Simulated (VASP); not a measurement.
Runs of VASP 6.6.1 on BN. The structure is that of space group P6_3/mmc (No. 194), or close to it. The cells are those of the table. 

```csv
cell,gap on the mesh (eV),pressure (GPa)
"a = 2.379, b = 2.379, c = 6.828 Å, angles 90.0, 90.0, 120.0°, 4 atoms",5.17,(b)
"a = 2.441, b = 2.441, c = 6.661 Å, angles 90.0, 90.0, 120.0°, 4 atoms",(a),20.5
"a = 2.379, b = 2.379, c = 6.661 Å, angles 90.0, 90.0, 120.0°, 4 atoms",5.13,46.5
"a = 2.379, b = 2.379, c = 6.495 Å, angles 90.0, 90.0, 120.0°, 4 atoms",5.09,48.0
"a = 2.504, b = 2.504, c = 6.495 Å, angles 90.0, 90.0, 120.0°, 4 atoms",4.83,0.1
```

Alike in all rows: task single point; level r2SCAN; potentials or basis VASP PAW PBE potentials, release 64 (B, N); no spin polarisation; k mesh 12 × 12 × 4; cutoff (eV) 520; smearing gaussian 0.05 eV.

Problem. Fill in the values left out.

Solution. (a) 5.01; (b) 45.2.

Caveats: the PAW data sets were made with another functional, which shifts forces and pressure a little.

A k mesh can miss the band edges.
